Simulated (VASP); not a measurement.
# NaW (Fm-3m) in VASP: single point with PBE

Aim: the single point of NaW with PBE.

All numbers are computed with VASP 6.6.1; they aren't measurements. Logs are shortened: lines on timing, memory, paths and dates and some standing lists are left out, and cuts for length are marked.

## (1) The cell of the first run

Symmetry: Fm-3m, No. 225, cubic system. The conventional cell has a = 5.315 Å, b = 5.315 Å, c = 5.315 Å, α = 90.00°, β = 90.00°, γ = 90.00°. Within 3.5 Å of Na (site symmetry m-3m) lie 6 W at 2.66 Å. Within 3.5 Å of W (site symmetry m-3m) lie 6 Na at 2.66 Å.

## (2) Single point, PBE

File POSCAR:

```
NaW
1.0
    0.0000000000      2.6576600000      2.6576600000
    2.6576600000      0.0000000000      2.6576600000
    2.6576600000      2.6576600000      0.0000000000
Na W
1 1
Direct
    0.0000000000      0.0000000000      0.0000000000
    0.5000000000      0.5000000000      0.5000000000
```

File INCAR.step1:

```
ALGO = Normal
EDIFF = 1E-6
ENCUT = 400
GGA = PE
GGA_COMPAT = F
ISIF = 2
ISMEAR = 1
LASPH = T
LCHARG = T
LMAXMIX = 4
LORBIT = 11
LREAL = F
LWAVE = F
NBANDS = 18
NEDOS = 2001
NELM = 120
PREC = Accurate
SIGMA = 0.1933
```

File KPOINTS.step1:

```
k-points
0
Gamma
  11 11 11
```

File INCAR.step2:

```
ALGO = Normal
EDIFF = 1E-6
ENCUT = 400
GGA = PE
GGA_COMPAT = F
ICHARG = 11
ISIF = 2
ISMEAR = -5
LASPH = T
LCHARG = F
LMAXMIX = 4
LORBIT = 11
LREAL = F
LWAVE = F
NEDOS = 1001
NELM = 120
PREC = Accurate
SIGMA = 0.1933
```

File KPOINTS.step2:

```
k-points
0
Gamma
  17 17 17
```

Potentials or basis: VASP PAW PBE potentials, release 64 (Na_pv, W_sv).

On the command line:

```console
$ cat potpaw_PBE.64/Na_pv/POTCAR potpaw_PBE.64/W_sv/POTCAR > POTCAR
$ cp INCAR.step1 INCAR
$ cp KPOINTS.step1 KPOINTS
$ mpirun -np 1 vasp_std > vasp.out
$ cp INCAR.step2 INCAR
$ cp KPOINTS.step2 KPOINTS
$ mpirun -np 1 vasp_std > vasp.out
```

OUTCAR:

```text
EDIFF = 1E-6
   ENCUT = 400
   GGA = PE
   ICHARG = 11
   ISIF = 2
   ISMEAR = -5
   LASPH = T
   LORBIT = 11
   LREAL = F
   NELM = 120
   PREC = Accurate

 ion  position               nearest neighbor table
   1  0.000  0.000  0.000-   2 2.66   2 2.66   2 2.66   2 2.66   2 2.66   2 2.66
   2  0.500  0.500  0.500-   1 2.66   1 2.66   1 2.66   1 2.66   1 2.66   1 2.66

  LATTYP: Found a face centered cubic cell.
 ALAT       =     5.3153200000

  Lattice vectors:

 A1 = (   0.0000000000,   2.6576600000,   2.6576600000)
 A2 = (   2.6576600000,   0.0000000000,   2.6576600000)
 A3 = (   2.6576600000,   2.6576600000,   0.0000000000)

Analysis of symmetry for initial positions (statically):
=====================================================================
 Subroutine PRICEL returns:
 Original cell was already a primitive cell.

 Routine SETGRP: Setting up the symmetry group for a
 face centered cubic supercell.

 Subroutine GETGRP returns: Found 48 space group operations
 (whereof 48 operations were pure point group operations)
 out of a pool of 48 trial point group operations.

The static configuration has the point symmetry O_h .

Analysis of symmetry for dynamics (positions and initial velocities):
=====================================================================
 Subroutine PRICEL returns:
 Original cell was already a primitive cell.

 Routine SETGRP: Setting up the symmetry group for a
 face centered cubic supercell.

 Subroutine GETGRP returns: Found 48 space group operations
 (whereof 48 operations were pure point group operations)
 out of a pool of 48 trial point group operations.

The dynamic configuration has the point symmetry O_h .

 Subroutine INISYM returns: Found 48 space group operations
 (whereof 48 operations are pure point group operations),
 and found     1 'primitive' translations

----------------------------------------------------------------------------------------

                                     Primitive cell

  volume of cell :      37.5429

  direct lattice vectors                    reciprocal lattice vectors
     0.000000000  2.657660000  2.657660000    -0.188135427  0.188135427  0.188135427
     2.657660000  0.000000000  2.657660000     0.188135427 -0.188135427  0.188135427
     2.657660000  2.657660000  0.000000000     0.188135427  0.188135427 -0.188135427

  length of vectors
     3.758498816  3.758498816  3.758498816     0.325860119  0.325860119  0.325860119

  position of ions in fractional coordinates (direct lattice)
     0.000000000  0.000000000  0.000000000
     0.500000000  0.500000000  0.500000000

  ion indices of the primitive-cell ions
   primitive index   ion index
                 1           1
                 2           2

----------------------------------------------------------------------------------------

 KPOINTS: k-points

Automatic generation of k-mesh.
 Grid dimensions read from file:
 generate k-points for:   17   17   17

 Generating k-lattice:

  Cartesian coordinates                     Fractional coordinates (reciprocal lattice)
    -0.011066790  0.011066790  0.011066790     0.058823529  0.000000000  0.000000000
     0.011066790 -0.011066790  0.011066790     0.000000000  0.058823529  0.000000000
     0.011066790  0.011066790 -0.011066790     0.000000000  0.000000000  0.058823529

  Length of vectors
     0.019168242  0.019168242  0.019168242

  Shift w.r.t. Gamma in fractional coordinates (k-lattice)
     0.000000000  0.000000000  0.000000000

 TETIRR: Found    693 inequivalent tetrahedra from    29478

 Subroutine IBZKPT returns following result:
 ===========================================

 Found    165 irreducible k-points:

 Following reciprocal coordinates:
            Coordinates               Weight
  0.000000  0.000000  0.000000      1.000000
  0.058824  0.000000  0.000000      8.000000
  0.117647  0.000000  0.000000      8.000000
  0.176471  0.000000  0.000000      8.000000
  0.235294  0.000000  0.000000      8.000000
  0.294118  0.000000  0.000000      8.000000
[... 16 lines left out ...]
 -0.176471  0.058824  0.000000     24.000000
 -0.117647  0.058824  0.000000     24.000000
 [... further k-points ...]
   k-points           NKPTS =    165   k-points in BZ     NKDIM =    165   number of bands    NBANDS=     14
   number of dos      NEDOS =   1001   number of ions     NIONS =      2
   total plane-waves  NPLWV =  21952
   dimension x,y,z NGX =    28 NGY =   28 NGZ =   28
   dimension x,y,z NGXF=    56 NGYF=   56 NGZF=   56
   ions per type =               1   1
   NGX,Y,Z   is equivalent  to a cutoff of  12.38, 12.38, 12.38 a.u.
   NGXF,Y,Z  is equivalent  to a cutoff of  24.77, 24.77, 24.77 a.u.
 SYSTEM =  unknown system
   PREC   = accura    normal or accurate (medium, high low for compatibility)
   ISTART =      0    job   : 0-new  1-cont  2-samecut
   ICHARG =     11    charge: 1-file 2-atom 10-const
   ISPIN  =      1    spin polarized calculation?
   LNONCOLLINEAR =      F non collinear calculations
   LSORBIT =      F    spin-orbit coupling
   LASPH  =      T    aspherical Exc in radial PAW
   ENCUT  =  400.0 eV  29.40 Ry    5.42 a.u.   6.13  6.13  6.13*2*pi/ulx,y,z
   NELM   =    120;   NELMIN=  2; NELMDL=  0     # of ELM steps
   EDIFF  = 0.1E-05   stopping-criterion for ELM
   LREAL  =      F    real-space projection
   EDIFFG = 0.1E-04   stopping-criterion for IOM
   NSW    =      0    number of steps for IOM
   IBRION =     -1    ionic relax: 0-MD 1-quasi-New 2-CG
   NFREE  =      0    steps in history (QN), initial steepest desc. (CG)
   ISIF   =      2    stress and relaxation
   ISYM   =      2    0-nonsym 1-usesym 2-fastsym
   POTIM  = 0.5000    time-step for ionic-motion
   TEBEG  =    0.0;   TEEND  =   0.0 temperature during run
   PSTRESS=    0.0 pullay stress
   NELECT =      21.0000    total number of electrons
   NUPDOWN=      -1.0000    fix difference up-down
   EMIN   =  10.00;   EMAX   =-10.00  energy-range for DOS
   EFERMI =   0.00;   METHOD = LEGACY
   ISMEAR =    -5;   SIGMA  =   0.19  broadening in eV -4-tet -1-fermi 0-gaus
   EFERMI_NEDOS =   21; number of points for ismear=-14 and -15
   IALGO  =     38    algorithm
   IMIX   =      4    mixing-type and parameters
     AMIX     =   0.40;   BMIX     =  1.00
     AMIX_MAG =   1.60;   BMIX_MAG =  1.00
  volume/ion in A,a.u.               =      18.77       126.68
  Fermi-wavevector in a.u.,A,eV,Ry     =   1.348875  2.549005 24.755323  1.819465
  Thomas-Fermi vector in A             =   2.476508
   LORBIT       =     11    0 simple, 1 ext, 2 COOP (PROOUT), +10 PAW based schemes
   GGA     = PE    functional components
   LHFCALC =     F    Hartree Fock is set to
   AEXX    =    0.0000 exact exchange contribution
   IVDW    =     0    specifies the selected vdW correction
   LEPSILON=     F    determine dielectric tensor
   LRPA    =     F    only Hartree local field effects (RPA)
 non-spin polarized calculation
 Fermi weights with tetrahedron method with Bloechl corrections
  energy-cutoff  :      400.00
  volume of cell :       37.54
 maximum number of plane-waves:       701
 NGX is ok and might be reduce to    28

 number of electron      20.9999992 magnetization

 Free energy of the ion-electron system (eV)
  ---------------------------------------------------
  ext. energy  EPLUGINS =         0.00000000
  ---------------------------------------------------
  free energy    TOTEN  =        -7.78875634 eV

  energy without entropy =       -7.78875634  energy(sigma->0) =       -7.78875634

 E-fermi :   5.1197     XC(G=0): -10.8091

 val. band max:        5.1157052261   @ k =  -0.2941   0.2353   0.0000
 cond. band min:       5.0697449108   @ k =  -0.1765   0.1765   0.0000
 fundamental gap:     -0.0459603152
 Fermi energy:         5.1197070928

 k-point     1 :       0.0000    0.0000    0.0000
  band No.  band energies     occupation
      1     -69.0246      2.00000
      2     -33.1736      2.00000
      3     -33.1736      2.00000
      4     -33.1736      2.00000
      5     -17.8774      2.00000
      6     -17.8774      2.00000
      7     -17.8774      2.00000
      8      -0.8729      2.00000
      9       4.4744      2.00000
     10       4.4744      2.00000
     11       4.4744      2.00000
     12       5.1698      0.00000
     13       5.1698      0.00000
     14      14.5522      0.00000

 k-point     2 :       0.0588    0.0000    0.0000
  band No.  band energies     occupation
      1     -69.0246      2.00000
      2     -33.1753      2.00000
      3     -33.1738      2.00000
      4     -33.1738      2.00000
      5     -17.8795      2.00000
      6     -17.8781      2.00000
      7     -17.8781      2.00000
      8      -0.8016      2.00000
      9       4.4411      2.00000
     10       4.5040      2.00000
     11       4.5040      2.00000
     12       5.1703      0.00000
     13       5.1703      0.00000
     14      14.6354      0.00000

 k-point     3 :       0.1176    0.0000    0.0000
  band No.  band energies     occupation
      1     -69.0244      2.00000
      2     -33.1803      2.00000
      3     -33.1745      2.00000
      4     -33.1745      2.00000
      5     -17.8862      2.00000
      6     -17.8806      2.00000
      7     -17.8806      2.00000
      8      -0.5909      2.00000
      9       4.3517      2.00000
     10       4.5799      2.00000
     11       4.5799      2.00000
     12       5.1847      0.00000
     13       5.1847      0.00000
     14      14.7016      0.00000
[... 324 lines left out ...]
 k-point    23 :      -0.1765    0.0588    0.0000
  band No.  band energies     occupation
      1     -69.0241      2.00000
      2     -33.1910      2.00000
      3     -33.1782      2.00000
      4     -33.1753      2.00000
      5     -17.9022      2.00000
      6     -17.8882      2.00000
      7     -17.8839      2.00000
      8      -0.0532      2.00000
      9       4.1580      2.00000
     10       4.6854      2.00000
     11       4.7176      2.00000
     12       5.1973     -0.17525
     13       5.4159      0.00000
     14      13.2645      0.00000

 k-point    24 :      -0.1176    0.0588    0.0000
  band No.  band energies     occupation
      1     -69.0243      2.00000
      2     -33.1831      2.00000
      3     -33.1767      2.00000
      4     -33.1743      2.00000
      5     -17.8918      2.00000
      6     -17.8837      2.00000
      7     -17.8802      2.00000
      8      -0.4300      2.00000
      9       4.2751      2.00000
     10       4.6352      2.00000
     11       4.6416      2.00000
     12       5.1363      0.18162
     13       5.2690      0.00000
     14      14.5633      0.00000

 [... further k-points ...]
[... 5 lines left out ...]
  --------------------------------------------------------------------------------------
  -------------------------------------------------------------------------------------
  Total        0.9146175      0.9146175      0.9146175      0.0000000     -0.0000000      0.0000000
  in kB       39.0320906     39.0320906     39.0320906      0.0000000     -0.0000000      0.0000000
  external PRESSURE =      39.0320906 kB  Pullay stress =       0.0000000 kB

 VOLUME and BASIS-vectors are now :
 -----------------------------------------------------------------------------
  energy-cutoff  :      400.00
  volume of cell :       37.54
      direct lattice vectors                 reciprocal lattice vectors
     0.000000000  2.657660000  2.657660000    -0.188135427  0.188135427  0.188135427
     2.657660000  0.000000000  2.657660000     0.188135427 -0.188135427  0.188135427
     2.657660000  2.657660000  0.000000000     0.188135427  0.188135427 -0.188135427

 POSITION                                       TOTAL-FORCE (eV/Angst)
 -----------------------------------------------------------------------------------
      0.00000      0.00000      0.00000         0.000000      0.000000      0.000000
      2.65766      2.65766      2.65766        -0.000000     -0.000000     -0.000000
 -----------------------------------------------------------------------------------
    total drift:                                0.000000      0.000000      0.000000

  FREE ENERGIE OF THE ION-ELECTRON SYSTEM (eV)
  ---------------------------------------------------
  free  energy   TOTEN  =        -7.7887563387 eV

  energy  without entropy=       -7.7887563387  energy(sigma->0) =       -7.78875634

 total charge

# of ion       s       p       d       tot
------------------------------------------
    1        0.214   6.076   0.000   6.290
    2        2.331   6.068   3.296  11.695
--------------------------------------------------
tot          2.545  12.144   3.296  17.985
```

It took 2.1 min on 1 thread of Intel Xeon 8259CL, shared host; peak memory 0.19 GiB.

What came out:

```yaml
Valence_electrons_inside_the_program's_atomic_spheres: Na 6.29; W 11.70
```

Caveat: spin-orbit coupling is left out, which moves the levels of the heavy elements; tetrahedron occupations give inexact forces and stress in metals.
